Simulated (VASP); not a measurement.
# MnS (P6_3mc) in VASP: single point with PBE+U

Aim: the single point of MnS with PBE+U.

All numbers are computed with VASP 6.6.1; they aren't measurements. Logs are shortened: lines on timing, memory, paths and dates and some standing lists are left out, and cuts for length are marked.

## (1) The cell of the first run

The structure is hexagonal, space group P6_3mc (No. 186). The conventional cell has a = 3.976 Å, b = 3.976 Å, c = 6.432 Å, α = 90.00°, β = 90.00°, γ = 120.00°. Within 3.2 Å of Mn (site symmetry 3m) lie 4 S at 2.41 to 2.48 Å. Within 3.2 Å of S (site symmetry 3m) lie 4 Mn at 2.41 to 2.48 Å.

## (2) Single point, PBE+U, collinear spin, antiferromagnetic start

The input, INCAR:

```
SYSTEM = MnS
ALGO     = Normal         ! electronic algorithm
EDIFF    = 1E-6           ! SCF threshold, eV
ENCUT    = 680            ! plane-wave cutoff, eV
GGA      = PE             ! functional
GGA_COMPAT= .False.      
ISIF     = 2              ! what is computed and relaxed
ISMEAR   = 0              ! smearing method
ISPIN    = 2              ! spin polarisation
LASPH    = .True.         ! aspherical terms in the spheres
LCHARG   = .False.        ! write CHGCAR
LDAU     = .True.         ! DFT+U
LDAUJ    = 0.9 0        
LDAUL    = 2 -1           ! shell
LDAUPRINT= 1            
LDAUTYPE = 1            
LDAUU    = 4 0            ! U, eV
LMAXMIX  = 4              ! l up to which the mixer works
LORBIT   = 11             ! projections on sites
LREAL    = .False.        ! projectors in reciprocal space
LWAVE    = .False.        ! write WAVECAR
MAGMOM   = 4.69 -4.69 -0.03 0.03 ! initial moments
NBANDS   = 33             ! bands
NELM     = 200            ! most SCF steps
PREC     = Accurate       ! precision mode
SIGMA    = 0.05           ! smearing width, eV
```

The input, KPOINTS:

```
k-points
0
Gamma
  6 6 3
  0 0 0
```

The input, POSCAR:

```
MnS
1.0
    3.9760016100      0.0000000000      0.0000000000
   -1.9880008000      3.4433184000      0.0000000000
    0.0000000000      0.0000000000      6.4320005000
Mn S
2 2
Direct
    0.3333333333      0.6666666667      0.0000000000
    0.6666666667      0.3333333333      0.5000000000
    0.3333333333      0.6666666667      0.3850000000
    0.6666666667      0.3333333333      0.8850000000
```

Potentials or basis: VASP PAW PBE potentials, release 64 (Mn_sv, S).

On the command line:

```console
> cat potpaw_PBE.64/Mn_sv/POTCAR potpaw_PBE.64/S/POTCAR > POTCAR
> mpirun -np 1 vasp_std > vasp.out
```

OUTCAR:

```text
SYSTEM = MnS
   EDIFF = 1E-6
   ENCUT = 680
   GGA = PE
   ISIF = 2
   ISMEAR = 0
   ISPIN = 2
   LASPH = .True.
   LORBIT = 11
   LREAL = .False.
   NELM = 200
   PREC = Accurate

 ion  position               nearest neighbor table
   1  0.333  0.667  0.000-   4 2.41   4 2.41   4 2.41   3 2.48
   2  0.667  0.333  0.500-   3 2.41   3 2.41   3 2.41   4 2.48
   3  0.333  0.667  0.385-   2 2.41   2 2.41   2 2.41   1 2.48
   4  0.667  0.333  0.885-   1 2.41   1 2.41   1 2.41   2 2.48

  LATTYP: Found a hexagonal cell.
 ALAT       =     3.9760016100
 C/A-ratio  =     1.6177057081

  Lattice vectors:

 A1 = (   3.9760016100,   0.0000000000,   0.0000000000)
 A2 = (  -1.9880008000,   3.4433184000,   0.0000000000)
 A3 = (   0.0000000000,   0.0000000000,   6.4320005000)

Analysis of symmetry for initial positions (statically):
=====================================================================
 Subroutine PRICEL returns:
 Original cell was already a primitive cell.

 Routine SETGRP: Setting up the symmetry group for a
 hexagonal supercell.

 Subroutine GETGRP returns: Found 12 space group operations
 (whereof  6 operations were pure point group operations)
 out of a pool of 24 trial point group operations.

The static configuration has the point symmetry C_3v.
 The point group associated with its full space group is C_6v.

Analysis of symmetry for dynamics (positions and initial velocities):
=====================================================================
 Subroutine PRICEL returns:
 Original cell was already a primitive cell.

 Routine SETGRP: Setting up the symmetry group for a
 hexagonal supercell.

 Subroutine GETGRP returns: Found 12 space group operations
 (whereof  6 operations were pure point group operations)
 out of a pool of 24 trial point group operations.

The dynamic configuration has the point symmetry C_3v.
 The point group associated with its full space group is C_6v.

Analysis of structural, dynamic, and magnetic symmetry:
=====================================================================
 Subroutine PRICEL returns:
 Original cell was already a primitive cell.

 Routine SETGRP: Setting up the symmetry group for a
 hexagonal supercell.

 Subroutine GETGRP returns: Found 12 space group operations
 (whereof  6 operations were pure point group operations)
 out of a pool of 24 trial point group operations.

The overall configuration has the point symmetry C_3v.
 The point group associated with its full space group is C_6v.

 Subroutine INISYM returns: Found 12 space group operations
 (whereof  6 operations are pure point group operations),
 and found     1 'primitive' translations

----------------------------------------------------------------------------------------

                                     Primitive cell

  volume of cell :      88.0582

  direct lattice vectors                    reciprocal lattice vectors
     3.976001610  0.000000000  0.000000000     0.251508952  0.145208761  0.000000000
    -1.988000800  3.443318400  0.000000000     0.000000000  0.290417523  0.000000000
     0.000000000  0.000000000  6.432000500     0.000000000  0.000000000  0.155472625

  length of vectors
     3.976001610  3.976001608  6.432000500     0.290417523  0.290417523  0.155472625

  position of ions in fractional coordinates (direct lattice)
     0.333333333  0.666666667  0.000000000
     0.666666667  0.333333333  0.500000000
     0.333333333  0.666666667  0.385000000
     0.666666667  0.333333333  0.885000000

  ion indices of the primitive-cell ions
   primitive index   ion index
                 1           1
                 2           2
                 3           3
                 4           4

[... 101 lines left out ...]
   NGX = 17   NGY = 17   NGZ = 27

 number of electron      41.9999974 magnetization       0.0000000

atom =   1  type =  1  l = 2

 onsite density matrix

spin component  1

  0.8958 -0.0000 -0.0000  0.0001 -0.0000
 -0.0000  0.8947  0.0000  0.0000  0.0001
 -0.0000  0.0000  0.8943 -0.0000  0.0000
  0.0001  0.0000 -0.0000  0.8947  0.0000
 -0.0000  0.0001  0.0000  0.0000  0.8958

spin component  2

  0.0443 -0.0000 -0.0000  0.0168  0.0000
 -0.0000  0.0297  0.0000  0.0000  0.0168
 -0.0000  0.0000  0.0607 -0.0000  0.0000
  0.0168  0.0000 -0.0000  0.0297  0.0000
  0.0000  0.0168  0.0000  0.0000  0.0443

 occupancies and eigenvectors

  o =  0.0187  v =  0.0000  0.0000  0.0000  0.0000  0.0000  0.3973  0.5763  0.0000 -0.6061 -0.3778      0.0000  0.0000  0.0000  0.0000  0.0000  0.0000  0.0000  0.0000  0.0000  0.0000
  o =  0.0187  v =  0.0000  0.0000  0.0000  0.0000  0.0000  0.3778 -0.6061  0.0000 -0.5763  0.3973      0.0000  0.0000  0.0000  0.0000  0.0000  0.0000  0.0000  0.0000  0.0000  0.0000
  o =  0.0553  v =  0.0000  0.0000  0.0000  0.0000  0.0000  0.6061 -0.3778  0.0000  0.3973 -0.5763      0.0000  0.0000  0.0000  0.0000  0.0000  0.0000  0.0000  0.0000  0.0000  0.0000
  o =  0.0553  v =  0.0000  0.0000  0.0000  0.0000  0.0000  0.5763  0.3973  0.0000  0.3778  0.6061      0.0000  0.0000  0.0000  0.0000  0.0000  0.0000  0.0000  0.0000  0.0000  0.0000
  o =  0.0607  v =  0.0000  0.0000  0.0000  0.0000  0.0000 -0.0000  0.0000  1.0000 -0.0000  0.0000      0.0000  0.0000  0.0000  0.0000  0.0000  0.0000  0.0000  0.0000  0.0000  0.0000
  o =  0.8943  v = -0.0000 -0.0000 -1.0000  0.0000  0.0000  0.0000  0.0000  0.0000  0.0000  0.0000      0.0000  0.0000  0.0000  0.0000  0.0000  0.0000  0.0000  0.0000  0.0000  0.0000
  o =  0.8946  v =  0.0662  0.6862 -0.0000 -0.7217 -0.0629  0.0000  0.0000  0.0000  0.0000  0.0000      0.0000  0.0000  0.0000  0.0000  0.0000  0.0000  0.0000  0.0000  0.0000  0.0000
  o =  0.8946  v = -0.0629  0.7217  0.0000  0.6862 -0.0662  0.0000  0.0000  0.0000  0.0000  0.0000      0.0000  0.0000  0.0000  0.0000  0.0000  0.0000  0.0000  0.0000  0.0000  0.0000
  o =  0.8958  v =  0.7217 -0.0629 -0.0000  0.0662 -0.6862  0.0000  0.0000  0.0000  0.0000  0.0000      0.0000  0.0000  0.0000  0.0000  0.0000  0.0000  0.0000  0.0000  0.0000  0.0000
  o =  0.8958  v = -0.6862 -0.0662  0.0000 -0.0629 -0.7217  0.0000  0.0000  0.0000  0.0000  0.0000      0.0000  0.0000  0.0000  0.0000  0.0000  0.0000  0.0000  0.0000  0.0000  0.0000

atom =   2  type =  1  l = 2

 onsite density matrix

spin component  1

  0.0443  0.0000 -0.0000 -0.0168  0.0000
  0.0000  0.0297 -0.0000  0.0000 -0.0168
 -0.0000 -0.0000  0.0607  0.0000  0.0000
 -0.0168  0.0000  0.0000  0.0297 -0.0000
  0.0000 -0.0168  0.0000 -0.0000  0.0443

spin component  2

  0.8958  0.0000 -0.0000 -0.0001 -0.0000
  0.0000  0.8947 -0.0000  0.0000 -0.0001
 -0.0000 -0.0000  0.8943  0.0000  0.0000
 -0.0001  0.0000  0.0000  0.8947 -0.0000
 -0.0000 -0.0001  0.0000 -0.0000  0.8958

 occupancies and eigenvectors

  o =  0.0187  v =  0.3973 -0.5763  0.0000  0.6061 -0.3777  0.0000  0.0000  0.0000  0.0000  0.0000      0.0000  0.0000  0.0000  0.0000  0.0000  0.0000  0.0000  0.0000  0.0000  0.0000
  o =  0.0187  v =  0.3777  0.6061  0.0000  0.5763  0.3973  0.0000  0.0000  0.0000  0.0000  0.0000      0.0000  0.0000  0.0000  0.0000  0.0000  0.0000  0.0000  0.0000  0.0000  0.0000
  o =  0.0553  v =  0.6061  0.3777  0.0000 -0.3973 -0.5763  0.0000  0.0000  0.0000  0.0000  0.0000      0.0000  0.0000  0.0000  0.0000  0.0000  0.0000  0.0000  0.0000  0.0000  0.0000
  o =  0.0553  v =  0.5763 -0.3973  0.0000 -0.3777  0.6061  0.0000  0.0000  0.0000  0.0000  0.0000      0.0000  0.0000  0.0000  0.0000  0.0000  0.0000  0.0000  0.0000  0.0000  0.0000
  o =  0.0607  v = -0.0000 -0.0000  1.0000  0.0000  0.0000  0.0000  0.0000  0.0000  0.0000  0.0000      0.0000  0.0000  0.0000  0.0000  0.0000  0.0000  0.0000  0.0000  0.0000  0.0000
  o =  0.8943  v =  0.0000  0.0000  0.0000  0.0000  0.0000 -0.0000  0.0000 -1.0000 -0.0000  0.0000      0.0000  0.0000  0.0000  0.0000  0.0000  0.0000  0.0000  0.0000  0.0000  0.0000
  o =  0.8946  v =  0.0000  0.0000  0.0000  0.0000  0.0000  0.0662 -0.6862 -0.0000  0.7217 -0.0629      0.0000  0.0000  0.0000  0.0000  0.0000  0.0000  0.0000  0.0000  0.0000  0.0000
  o =  0.8946  v =  0.0000  0.0000  0.0000  0.0000  0.0000 -0.0629 -0.7217  0.0000 -0.6862 -0.0662      0.0000  0.0000  0.0000  0.0000  0.0000  0.0000  0.0000  0.0000  0.0000  0.0000
  o =  0.8958  v =  0.0000  0.0000  0.0000  0.0000  0.0000  0.7217  0.0629 -0.0000 -0.0662 -0.6862      0.0000  0.0000  0.0000  0.0000  0.0000  0.0000  0.0000  0.0000  0.0000  0.0000
  o =  0.8958  v =  0.0000  0.0000  0.0000  0.0000  0.0000 -0.6862  0.0662  0.0000  0.0629 -0.7217      0.0000  0.0000  0.0000  0.0000  0.0000  0.0000  0.0000  0.0000  0.0000  0.0000

 number of electron      41.9999974 magnetization      -0.0000000

 Free energy of the ion-electron system (eV)
  ---------------------------------------------------
  ext. energy  EPLUGINS =         0.00000000
  ---------------------------------------------------
  free energy    TOTEN  =       -26.26717643 eV

  energy without entropy =      -26.26717643  energy(sigma->0) =      -26.26717643

 E-fermi :   5.0564     XC(G=0):  -9.2981

 val. band max:        4.6722104907   @ k =   0.0000   0.0000   0.0000
 cond. band min:       6.6283684092   @ k =   0.3333   0.3333   0.3333
 fundamental gap:      1.9561579185
 Fermi energy:         5.0564425013

 spin component 1

 k-point     1 :       0.0000    0.0000    0.0000
  band No.  band energies     occupation
      1     -76.6433      1.00000
      2     -71.7993      1.00000
      3     -45.3925      1.00000
      4     -45.3925      1.00000
      5     -45.3907      1.00000
      6     -40.6390      1.00000
[... 493 lines left out ...]
     32      12.8140      0.00000
     33      14.1944      0.00000
 Fermi energy:         5.0564425013

 spin component 2

 k-point     1 :       0.0000    0.0000    0.0000
  band No.  band energies     occupation
      1     -76.6433      1.00000
      2     -71.7993      1.00000
      3     -45.3925      1.00000
      4     -45.3925      1.00000
      5     -45.3907      1.00000
      6     -40.6390      1.00000
[... 493 lines left out ...]
     32      12.8140      0.00000
     33      14.1901      0.00000

------------------------ aborting loop because EDIFF is reached ----------------------------------------

  FORCE on cell =-STRESS in cart. coord.  units (eV):
  Direction    XX          YY          ZZ          XY          YZ          ZX
  --------------------------------------------------------------------------------------
  -------------------------------------------------------------------------------------
  Total        2.0240196      2.0240196     -0.2003968      0.0000000     -0.0000000      0.0000000
  in kB       36.8260807     36.8260808     -3.6461252      0.0000001     -0.0000000      0.0000000
  external PRESSURE =      23.3353454 kB  Pullay stress =       0.0000000 kB

 VOLUME and BASIS-vectors are now :
 -----------------------------------------------------------------------------
  energy-cutoff  :      680.00
  volume of cell :       88.06
      direct lattice vectors                 reciprocal lattice vectors
     3.976001610  0.000000000  0.000000000     0.251508952  0.145208761  0.000000000
    -1.988000800  3.443318400  0.000000000     0.000000000  0.290417523  0.000000000
     0.000000000  0.000000000  6.432000500     0.000000000  0.000000000  0.155472625

 POSITION                                       TOTAL-FORCE (eV/Angst)
 -----------------------------------------------------------------------------------
      0.00000      2.29555      0.00000        -0.000000      0.000000      0.385565
      1.98800      1.14777      3.21600         0.000000     -0.000000      0.385565
      0.00000      2.29555      2.47632         0.000000     -0.000000     -0.385565
      1.98800      1.14777      5.69232         0.000000      0.000000     -0.385565
 -----------------------------------------------------------------------------------
    total drift:                               -0.000001      0.000000      0.000199

  FREE ENERGIE OF THE ION-ELECTRON SYSTEM (eV)
  ---------------------------------------------------
  free  energy   TOTEN  =       -26.2671764313 eV

  energy  without entropy=      -26.2671764313  energy(sigma->0) =      -26.26717643

 total charge

# of ion       s       p       d       tot
------------------------------------------
    1        2.153   6.024   4.662  12.838
    2        2.153   6.024   4.662  12.838
    3        1.311   2.477   0.000   3.788
    4        1.311   2.477   0.000   3.788
--------------------------------------------------
tot          6.928  17.001   9.323  33.252

 magnetization (x)

# of ion       s       p       d       tot
------------------------------------------
    1        0.027   0.024   4.251   4.303
    2       -0.027  -0.024  -4.251  -4.303
    3       -0.003  -0.012   0.000  -0.015
    4        0.003   0.012   0.000   0.015
--------------------------------------------------
tot          0.000   0.000   0.000   0.000
```

Wall time 2 min (1 thread of Intel Xeon Platinum 8259CL at 2.50GHz (Skylake/Cascade Lake), shared host); peak memory 0.33 GiB.

Results:

* Free energy: -26.2672 eV
* Pressure: 2.3 GPa
* Largest force: 0.386 eV/Å
* Band gap on the k mesh: 1.96 eV (least direct gap 2.16 eV)
* Net moment: 0.00 μB per cell
* Site moments: Mn +4.30, -4.30; S -0.01, +0.01 μB
* Valence electrons inside the program's atomic spheres: Mn 12.84; S 3.79

Forces on the atoms (eV/Å):
```
Mn   0.000  0.000  0.386
Mn   0.000  0.000  0.386
S    0.000  0.000 -0.386
S    0.000  0.000 -0.386
```

Levels at points of the mesh, in eV from the valence-band top:
Spin up:
| k point | band 17 | band 18 | band 19 | band 20 | band 21 | band 22 | band 23 | band 24 | band 25 | band 26 |
| --- | --- | --- | --- | --- | --- | --- | --- | --- | --- | --- |
| (0.00, 0.00, 0.00) | -2.34 | -2.34 | -0.79 | 0.00 | 0.00 | 2.16 | 2.86 | 2.86 | 3.40 | 4.45 |
| (0.50, 0.00, 0.00) | -3.03 | -2.73 | -2.52 | -1.72 | -1.13 | 2.17 | 2.69 | 3.05 | 3.21 | 3.48 |
Spin down:
```tsv
k point	band 17	band 18	band 19	band 20	band 21	band 22	band 23	band 24	band 25	band 26
(0.00, 0.00, 0.00)	-2.34	-2.34	-0.79	0.00	0.00	2.16	2.86	2.86	3.40	4.45
(0.50, 0.00, 0.00)	-3.03	-2.73	-2.52	-1.72	-1.13	2.17	2.69	3.05	3.21	3.48
```

Eigenvalues of the final occupation matrices:
```csv
site,spin,trace,eigenvalues
site 1 d,1,4.48,0.89 0.89 0.89 0.90 0.90
site 1 d,2,0.21,0.02 0.02 0.06 0.06 0.06
site 2 d,1,0.21,0.02 0.02 0.06 0.06 0.06
site 2 d,2,4.48,0.89 0.89 0.89 0.90 0.90
```

Caveat: the antiferromagnetic order is the one typed at the start, and another may lie lower. The state reached can hang on the start; a lower one may exist.
